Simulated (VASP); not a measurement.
# Sb (Im-3m) in VASP: further runs

Runs on Sb. Level: PBEsol. Tasks: single point, relaxation of cell and atoms.

Everything below comes from runs of VASP 6.6.1. Logs are shortened: lines on timing, memory, paths and dates and some standing lists are left out, and cuts for length are marked.

## 1. The cell of the first run

The structure is cubic, space group Im-3m (No. 229). The conventional cell has a = 3.663 Å, b = 3.663 Å, c = 3.663 Å, α = 90.00°, β = 90.00°, γ = 90.00°. Within 4.2 Å of Sb (site symmetry m-3m) lie 14 Sb at 3.17 to 3.66 Å.

## 2. Single point, PBEsol

INCAR reads:

```
PREC = Accurate
ENCUT = 520
EDIFF = 1E-6
ISMEAR = -1
SIGMA = 0.05
LREAL = False
LASPH = True
NELM = 80
ALGO = Normal
ISIF = 2
LWAVE = False
LCHARG = True
GGA = PS
LELF = True
LVHAR = True
NBANDS = 8
```

KPOINTS reads:

```
regular mesh
0
Gamma
  10 10 10
```

POSCAR reads:

```
Sb
1.0
   -1.8313388033      1.8313388033      1.8313388033
    1.8313388033     -1.8313388033      1.8313388033
    1.8313388033      1.8313388033     -1.8313388033
Sb
1
Direct
    0.0000000000      0.0000000000      0.0000000000
```

Potentials or basis: VASP PAW PBE potentials, release 64 (Sb).

On the command line:

```bash
$ cat potpaw_PBE.64/Sb/POTCAR > POTCAR
$ mpirun -np 1 vasp_std > vasp.out
```

OUTCAR:

```text
PREC = Accurate
   ENCUT = 520
   EDIFF = 1E-6
   ISMEAR = -1
   LREAL = False
   LASPH = True
   NELM = 80
   ISIF = 2
   GGA = PS

 ion  position               nearest neighbor table
   1  0.000  0.000  0.000-

  LATTYP: Found a body centered cubic cell.
 ALAT       =     3.6626776066

  Lattice vectors:

 A1 = (  -1.8313388033,   1.8313388033,   1.8313388033)
 A2 = (   1.8313388033,  -1.8313388033,   1.8313388033)
 A3 = (   1.8313388033,   1.8313388033,  -1.8313388033)

Analysis of symmetry for initial positions (statically):
=====================================================================
 Subroutine PRICEL returns:
 Original cell was already a primitive cell.

 Routine SETGRP: Setting up the symmetry group for a
 body centered cubic supercell.

 Subroutine GETGRP returns: Found 48 space group operations
 (whereof 48 operations were pure point group operations)
 out of a pool of 48 trial point group operations.

The static configuration has the point symmetry O_h .

Analysis of symmetry for dynamics (positions and initial velocities):
=====================================================================
 Subroutine PRICEL returns:
 Original cell was already a primitive cell.

 Routine SETGRP: Setting up the symmetry group for a
 body centered cubic supercell.

 Subroutine GETGRP returns: Found 48 space group operations
 (whereof 48 operations were pure point group operations)
 out of a pool of 48 trial point group operations.

The dynamic configuration has the point symmetry O_h .

 Subroutine INISYM returns: Found 48 space group operations
 (whereof 48 operations are pure point group operations),
 and found     1 'primitive' translations

----------------------------------------------------------------------------------------

                                     Primitive cell

  volume of cell :      24.5678

  direct lattice vectors                    reciprocal lattice vectors
    -1.831338803  1.831338803  1.831338803     0.000000000  0.273024303  0.273024303
     1.831338803 -1.831338803  1.831338803     0.273024303  0.000000000  0.273024303
     1.831338803  1.831338803 -1.831338803     0.273024303  0.273024303  0.000000000

  length of vectors
     3.171971853  3.171971853  3.171971853     0.386114672  0.386114672  0.386114672

  position of ions in fractional coordinates (direct lattice)
     0.000000000  0.000000000  0.000000000

  ion indices of the primitive-cell ions
   primitive index   ion index
                 1           1

----------------------------------------------------------------------------------------

 KPOINTS: regular mesh

Automatic generation of k-mesh.
 Grid dimensions read from file:
 generate k-points for:   10   10   10

 Generating k-lattice:

  Cartesian coordinates                     Fractional coordinates (reciprocal lattice)
     0.000000000  0.027302430  0.027302430     0.100000000  0.000000000  0.000000000
     0.027302430  0.000000000  0.027302430     0.000000000  0.100000000  0.000000000
     0.027302430  0.027302430  0.000000000     0.000000000  0.000000000  0.100000000

  Length of vectors
     0.038611467  0.038611467  0.038611467

  Shift w.r.t. Gamma in fractional coordinates (k-lattice)
     0.000000000  0.000000000  0.000000000

 Subroutine IBZKPT returns following result:
 ===========================================

 Found     47 irreducible k-points:

 Following reciprocal coordinates:
            Coordinates               Weight
  0.000000  0.000000  0.000000      1.000000
  0.100000  0.000000  0.000000     12.000000
  0.200000  0.000000  0.000000     12.000000
  0.300000  0.000000  0.000000     12.000000
  0.400000  0.000000  0.000000     12.000000
  0.500000  0.000000  0.000000      6.000000
[... 16 lines left out ...]
  0.300000  0.300000  0.100000      8.000000
 -0.300000  0.300000  0.100000     24.000000
 [... further k-points ...]
   k-points           NKPTS =     47   k-points in BZ     NKDIM =     47   number of bands    NBANDS=      8
   number of dos      NEDOS =    301   number of ions     NIONS =      1
   total plane-waves  NPLWV =  13824
   dimension x,y,z NGX =    24 NGY =   24 NGZ =   24
   dimension x,y,z NGXF=    48 NGYF=   48 NGZF=   48
   ions per type =               1
   NGX,Y,Z   is equivalent  to a cutoff of  12.58, 12.58, 12.58 a.u.
   NGXF,Y,Z  is equivalent  to a cutoff of  25.16, 25.16, 25.16 a.u.
 SYSTEM =  unknown system
   PREC   = accura    normal or accurate (medium, high low for compatibility)
   ISTART =      0    job   : 0-new  1-cont  2-samecut
   ICHARG =      2    charge: 1-file 2-atom 10-const
   ISPIN  =      1    spin polarized calculation?
   LNONCOLLINEAR =      F non collinear calculations
   LSORBIT =      F    spin-orbit coupling
   LASPH  =      T    aspherical Exc in radial PAW
   ENCUT  =  520.0 eV  38.22 Ry    6.18 a.u.   5.90  5.90  5.90*2*pi/ulx,y,z
   NELM   =     80;   NELMIN=  2; NELMDL= -5     # of ELM steps
[... 110 lines left out ...]
  band No.  band energies     occupation
      1       0.5601      2.00000
      2       3.3544      2.00000
      3      11.4530      0.00000
      4      13.5757      0.00000
      5      16.3043      0.00000
      6      16.6146      0.00000
      7      23.9441      0.00000
      8      25.3294      0.00000

 k-point     7 :       0.1000    0.1000    0.0000
  band No.  band energies     occupation
      1      -3.3763      2.00000
      2      12.0944      0.00000
      3      13.6407      0.00000
      4      14.7532      0.00000
      5      18.6795      0.00000
      6      18.9583      0.00000
      7      20.6642      0.00000
      8      21.8101      0.00000

 k-point     8 :       0.2000    0.1000    0.0000
  band No.  band energies     occupation
      1      -2.4731      2.00000
      2       9.2665      1.99135
      3      11.9727      0.00000
      4      13.9057      0.00000
      5      17.8877      0.00000
      6      18.8987      0.00000
      7      20.5952      0.00000
      8      23.3692      0.00000

 k-point     9 :       0.3000    0.1000    0.0000
  band No.  band energies     occupation
      1      -1.1594      2.00000
      2       6.3544      2.00000
      3      10.9044      0.00000
      4      13.2202      0.00000
      5      17.2304      0.00000
      6      18.6960      0.00000
      7      21.1877      0.00000
      8      24.6631      0.00000

 k-point    10 :       0.4000    0.1000    0.0000
  band No.  band energies     occupation
      1       0.3320      2.00000
      2       4.0100      2.00000
      3      10.3722      0.00000
      4      12.8468      0.00000
      5      16.8929      0.00000
      6      18.4719      0.00000
      7      22.4666      0.00000
      8      24.3471      0.00000
[... 78 lines left out ...]
 k-point    18 :       0.4000    0.1000    0.1000
  band No.  band energies     occupation
      1       0.8869      2.00000
      2       3.8550      2.00000
      3       9.2110      1.99714
      4      10.8622      0.00000
      5      19.3593      0.00000
      6      19.8036      0.00000
      7      24.5670      0.00000
      8      25.5230      0.00000

 k-point    19 :      -0.1000    0.1000    0.1000
  band No.  band energies     occupation
      1      -3.6037      2.00000
      2      13.8323      0.00000
      3      14.2413      0.00000
      4      14.2413      0.00000
      5      18.4114      0.00000
      6      20.0813      0.00000
      7      20.0813      0.00000
      8      20.7939      0.00000

 k-point    20 :       0.2000    0.2000    0.1000
  band No.  band energies     occupation
      1      -0.3361      2.00000
      2       6.3311      2.00000
      3       8.5785      2.00000
      4      10.3819      0.00000
      5      20.8061      0.00000
      6      21.6414      0.00000
      7      23.3025      0.00000
      8      24.0260      0.00000

 k-point    21 :       0.3000    0.2000    0.1000
  band No.  band energies     occupation
      1       0.9921      2.00000
      2       4.8579      2.00000
      3       7.4308      2.00000
      4       9.9028      0.00137
      5      20.9453      0.00000
      6      22.4106      0.00000
      7      23.7988      0.00000
      8      25.0238      0.00000

 k-point    22 :      -0.2000    0.2000    0.1000
  band No.  band energies     occupation
      1      -2.9222      2.00000
      2      11.0127      0.00000
      3      12.8927      0.00000
      4      13.7472      0.00000
      5      17.4861      0.00000
      6      19.2084      0.00000
      7      19.8642      0.00000
      8      22.6151      0.00000

 k-point    23 :       0.3000    0.3000    0.1000
  band No.  band energies     occupation
      1       1.5749      2.00000
      2       5.5608      2.00000
      3       5.5608      2.00000
      4       9.6156      0.35254
      5      21.8018      0.00000
      6      23.3645      0.00000
      7      23.3645      0.00000
      8      26.0431      0.00000

 k-point    24 :      -0.3000    0.3000    0.1000
  band No.  band energies     occupation
      1      -1.8039      2.00000
      2       7.8882      2.00000
      3      11.7354      0.00000
      4      13.1934      0.00000
      5      17.4475      0.00000
      6      18.3497      0.00000
      7      19.6005      0.00000
      8      25.0467      0.00000

 [... further k-points ...]
[... 5 lines left out ...]
  --------------------------------------------------------------------------------------
  -------------------------------------------------------------------------------------
  Total        0.7694914      0.7694914      0.7694914      0.0000000      0.0000000      0.0000000
  in kB       50.1820319     50.1820319     50.1820319      0.0000000      0.0000000      0.0000000
  external PRESSURE =      50.1820319 kB  Pullay stress =       0.0000000 kB

 VOLUME and BASIS-vectors are now :
 -----------------------------------------------------------------------------
  energy-cutoff  :      520.00
  volume of cell :       24.57
      direct lattice vectors                 reciprocal lattice vectors
    -1.831338803  1.831338803  1.831338803     0.000000000  0.273024303  0.273024303
     1.831338803 -1.831338803  1.831338803     0.273024303  0.000000000  0.273024303
     1.831338803  1.831338803 -1.831338803     0.273024303  0.273024303  0.000000000

 POSITION                                       TOTAL-FORCE (eV/Angst)
 -----------------------------------------------------------------------------------
      0.00000      0.00000      0.00000         0.000000      0.000000      0.000000
 -----------------------------------------------------------------------------------
    total drift:                                0.000000      0.000000     -0.000000

  FREE ENERGIE OF THE ION-ELECTRON SYSTEM (eV)
  ---------------------------------------------------
  free  energy   TOTEN  =        -4.3509244240 eV

  energy  without entropy=       -4.3416017400  energy(sigma->0) =       -4.34626308
```

Run time: 21 s. Hardware: 1 thread of AMD EPYC 7R13, shared host; peak memory 0.11 GiB.

Results:

```yaml
Free_energy: -4.3509 eV
Pressure: 5.0 GPa
```

Caveat: the PAW data sets were made with another functional, which shifts forces and pressure a little; spin-orbit coupling is left out, which moves the levels of the heavy elements.

## 3. Single point, PBEsol

This run uses another cell than the first one, of 23.33 Å³/atom, 0.950 times its volume.

INCAR reads:

```
SYSTEM = Sb
PREC = Accurate ; ENCUT = 520
EDIFF = 1E-7 ; ISMEAR = -1
SIGMA = 0.05 ; LREAL = .FALSE.
LASPH = .TRUE. ; NELM = 80
ALGO = Normal ; ISIF = 2
LWAVE = .FALSE. ; LCHARG = .FALSE.
GGA = PS ; NBANDS = 8
```

KPOINTS reads:

```
Automatic mesh
0
G
  10 10 10
  0 0 0
```

POSCAR reads:

```
Sb
1.0
   -1.8001778838      1.8001778838      1.8001778838
    1.8001778838     -1.8001778838      1.8001778838
    1.8001778838      1.8001778838     -1.8001778838
Sb
1
Direct
    0.0000000000      0.0000000000      0.0000000000
```

Potentials or basis: VASP PAW PBE potentials, release 64 (Sb).

On the command line:

```bash
$ cat potpaw_PBE.64/Sb/POTCAR > POTCAR
$ mpirun -np 1 vasp_std > vasp.out
```

It took 18 s on 1 thread of AMD EPYC 7R13, shared host; peak memory 0.11 GiB.

The run converged. Its results:

```
Free energy : -4.2937 eV
Pressure    : 10.1 GPa
```

Levels at points of the mesh, in eV from the Fermi level:
| k point | band 1 | band 2 | band 3 | band 4 | band 5 | band 6 | band 7 | band 8 |
| --- | --- | --- | --- | --- | --- | --- | --- | --- |
| (0.00, 0.00, 0.00) | -14.06 | 6.71 | 6.71 | 6.71 | 11.20 | 11.20 | 11.20 | 11.92 |
| (0.50, 0.00, 0.00) | -9.09 | -6.54 | 2.04 | 4.20 | 6.98 | 7.15 | 14.81 | 16.05 |
| (0.50, 0.50, 0.50) | -4.86 | -2.33 | -2.33 | -2.33 | 2.66 | 2.66 | 18.36 | 18.53 |

Caveat: the PAW data sets were made with another functional, which shifts forces and pressure a little; spin-orbit coupling is left out, which moves the levels of the heavy elements.

## 4. Relaxation of cell and atoms, PBEsol

This run uses another cell than the first one, of 26.21 Å³/atom, 1.067 times its volume.

INCAR reads:

```
SYSTEM = Sb
ALGO = Normal
EDIFF = 1E-7
EDIFFG = -0.02
ENCUT = 600
GGA = PS
IBRION = 2
ISIF = 3
ISMEAR = -1
LASPH = .TRUE.
LCHARG = .FALSE.
LREAL = .FALSE.
LWAVE = .FALSE.
NELM = 80
NSW = 80
PREC = Accurate
SIGMA = 0.05
```

KPOINTS reads:

```
k-points
0
G
  10 10 10
  0 0 0
```

POSCAR reads:

```
Sb
1.0
   -1.8713408863      1.8713408863      1.8713408863
    1.8713408863     -1.8713408863      1.8713408863
    1.8713408863      1.8713408863     -1.8713408863
Sb
1
Direct
    0.0000000000      0.0000000000      0.0000000000
```

On the command line:

```bash
$ cat potpaw_PBE.64/Sb/POTCAR > POTCAR
$ mpirun -np 1 vasp_std > vasp.out
```

Run time: 22 s. Hardware: 1 thread of AMD EPYC 7R13, shared host; peak memory 0.13 GiB.

Results (log left out):

- Free energy: -4.3754 eV
- Pressure after relaxing: 0.0 GPa

Final structure:
```xyz
1
Lattice="-1.8713 1.8713 1.8713 1.8713 -1.8713 1.8713 1.8713 1.8713 -1.8713" Properties=species:S:1:pos:R:3 pbc="T T T"
Sb    0.0000    0.0000    0.0000
```

Levels at points of the mesh, in eV from the Fermi level:
```csv
k point,band 1,band 2,band 3,band 4,band 5,band 6
"(0.00, 0.00, 0.00)",-13.05,5.71,5.71,5.71,10.72,10.72
"(0.50, 0.00, 0.00)",-8.85,-5.75,1.77,3.83,6.52,6.99
"(0.50, 0.50, 0.50)",-5.46,-2.04,-2.04,-2.04,2.91,2.91
```

Caveat: the relaxation stopped at its first step, so nothing moved; the PAW data sets were made with another functional, which shifts forces and pressure a little; spin-orbit coupling is left out, which moves the levels of the heavy elements.

## 5. Relaxation of cell and atoms, PBEsol, target pressure 5 GPa, at which the enthalpy is minimised

This run uses another cell than the first one, of 26.21 Å³/atom, 1.067 times its volume.

INCAR reads:

```
SYSTEM = Sb
ALGO     = Normal         ! electronic algorithm
EDIFF    = 1E-7           ! SCF threshold, eV
EDIFFG   = -0.02          ! ionic threshold
ENCUT    = 600            ! plane-wave cutoff, eV
GGA      = PS             ! functional
IBRION   = 2              ! ionic algorithm
ISIF     = 3              ! what is computed and relaxed
ISMEAR   = -1             ! smearing method
LASPH    = .TRUE.         ! aspherical terms in the spheres
LCHARG   = .FALSE.        ! write CHGCAR
LREAL    = .FALSE.        ! projectors in reciprocal space
LWAVE    = .FALSE.        ! write WAVECAR
NELM     = 80             ! most SCF steps
NSW      = 80             ! ionic steps
PREC     = Accurate       ! precision mode
PSTRESS  = 50.0         
SIGMA    = 0.05           ! smearing width, eV
```

KPOINTS is that of step 4.

POSCAR is that of step 4.

On the command line:

```bash
$ cat potpaw_PBE.64/Sb/POTCAR > POTCAR
$ mpirun -np 1 vasp_std > vasp.out
```

It took 55 s on 1 thread of AMD EPYC 7R13, shared host; peak memory 0.13 GiB.

It converged, with:

- Free energy: -4.3515 eV
- Relaxed volume: 24.59 Å³/atom
- Relaxed cell: a = 3.173 Å, b = 3.173 Å, c = 3.173 Å, α = 109.47°, β = 109.47°, γ = 109.47°
- Space group after relaxing (to 0.05 Å): Im-3m (No. 229)
- Energy change on relaxing (the enthalpy is what falls): +23.8 meV/atom
- Ionic steps: 3
- Pressure after relaxing: 5.0 GPa

Step by step:
| step | energy change (eV) | largest force (eV/Å) | pressure (GPa) | volume (Å³) |
| --- | --- | --- | --- | --- |
| 1 | 0.0000 | 0.0000 | -0.01 | 26.21 |
| 2 | 0.0887 | 0.0000 | 10.60 | 23.22 |
| 3 | 0.0238 | 0.0000 | 4.96 | 24.59 |

Final structure:
```cif
data_structure
_symmetry_space_group_name_H-M 'P 1'
_symmetry_Int_Tables_number 1
_cell_length_a 3.1727
_cell_length_b 3.1727
_cell_length_c 3.1727
_cell_angle_alpha 109.471
_cell_angle_beta 109.471
_cell_angle_gamma 109.471
_cell_volume 24.59
loop_
_atom_site_label
_atom_site_type_symbol
_atom_site_fract_x
_atom_site_fract_y
_atom_site_fract_z
_atom_site_occupancy
Sb1 Sb 0.00000 0.00000 0.00000 1
```

Levels at points of the mesh, in eV from the Fermi level:
```tsv
k point	band 1	band 2	band 3	band 4	band 5	band 6
(0.00, 0.00, 0.00)	-13.59	6.25	6.25	6.25	10.98	10.98
(0.50, 0.00, 0.00)	-8.98	-6.18	1.91	4.03	6.76	7.08
(0.50, 0.50, 0.50)	-5.14	-2.20	-2.20	-2.20	2.77	2.77
```

Caveat: the cell is relaxed towards a set pressure, so the enthalpy falls and the energy may rise; the PAW data sets were made with another functional, which shifts forces and pressure a little; spin-orbit coupling is left out, which moves the levels of the heavy elements.

## 6. Overview

```tsv
task	cell	cutoff (eV)	gap on the mesh (eV)	pressure (GPa)
single point	a = 3.172 Å, angles 109.5°, 1 atom	520	none	5.0
single point	a = 3.118 Å, angles 109.5°, 1 atom	520	none	10.1
relaxation of cell and atoms	relaxed from a = 3.241 Å, angles 109.5°, 1 atom	600	none	0.0
relaxation of cell and atoms	relaxed to 5 GPa from a = 3.241 Å, angles 109.5°, 1 atom	600	none	5.0
```

Alike in all rows: level PBEsol; potentials or basis VASP PAW PBE potentials, release 64 (Sb); no spin polarisation; k mesh 10 × 10 × 10; smearing fermi-dirac 0.05 eV.

Caveats: the PAW data sets were made with another functional, which shifts forces and pressure a little; spin-orbit coupling is left out, which moves the levels of the heavy elements; the relaxation stopped at its first step, so nothing moved (some runs); the cell is relaxed towards a set pressure, so the enthalpy falls and the energy may rise (some runs).

Absolute energies hang on the potentials; compare differences alone.
